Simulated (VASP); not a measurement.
Wanted: the native input for a VASP 6.6.1 run.

```
Task                    : density of states
Functional              : LDA
Potentials or basis     : VASP PAW LDA potentials, release 64 (Nb_sv)
Cutoff                  : 520 eV
k mesh                  : 16 × 16 × 16
Occupations             : fermi-dirac, width 0.1 eV
Spin                    : no spin polarisation
Dipole correction       : no
k mesh for the DOS      : 24 × 24 × 24
Occupations for the DOS : tetrahedron
Further INCAR settings  : ALGO = Normal; EDIFF = 1e-06; NBANDS = 12
```

The system is Nb.

```
CELL_PARAMETERS angstrom
-1.33062 1.33062 1.33062
1.33062 -1.33062 1.33062
1.33062 1.33062 -1.33062
ATOMIC_POSITIONS crystal
Nb 0.00000 0.00000 0.00000
```

This cell differs from its parent crystal: volume scaled by 0.55.

These files were run (other wordings do the same):

POSCAR

```
Nb
1.0
   -1.3306160278      1.3306160278      1.3306160278
    1.3306160278     -1.3306160278      1.3306160278
    1.3306160278      1.3306160278     -1.3306160278
Nb
1
Direct
    0.0000000000      0.0000000000      0.0000000000
```

INCAR.step1

```
  ALGO = Normal
  EDIFF = 1E-6
  ENCUT = 520
  GGA = CA
  ISIF = 2
  ISMEAR = -1
  LASPH = T
  LCHARG = T
  LMAXMIX = 4
  LREAL = F
  LWAVE = F
  NBANDS = 12
  NELM = 100
  PREC = Accurate
  SIGMA = 0.1
```

KPOINTS.step1

```
k-points
0
Gamma
  16 16 16
```

INCAR.step2

```
  ALGO = Normal
  EDIFF = 1E-6
  ENCUT = 520
  GGA = CA
  ICHARG = 11
  ISIF = 2
  ISMEAR = -5
  LASPH = T
  LCHARG = F
  LMAXMIX = 4
  LORBIT = 11
  LREAL = F
  LWAVE = F
  NBANDS = 12
  NEDOS = 2001
  NELM = 100
  PREC = Accurate
  SIGMA = 0.1
```

KPOINTS.step2

```
k-points
0
Gamma
  24 24 24
```

Potentials or basis: VASP PAW LDA potentials, release 64 (Nb_sv).

The run is started by

```console
$ cat potpaw_LDA.64/Nb_sv/POTCAR > POTCAR
$ cp INCAR.step1 INCAR
$ cp KPOINTS.step1 KPOINTS
$ mpirun -np 1 vasp_std > vasp.out
$ cp INCAR.step2 INCAR
$ cp KPOINTS.step2 KPOINTS
$ mpirun -np 1 vasp_std > vasp.out
```

Results of the run:

```json
{"Valence electrons inside the program's atomic spheres": "Nb 12.50"}
```

Run time: 29 s on 1 thread of Intel(R) Xeon(R) 6975P-C (Granite Rapids) (shared host), peak memory 0.18 GiB.
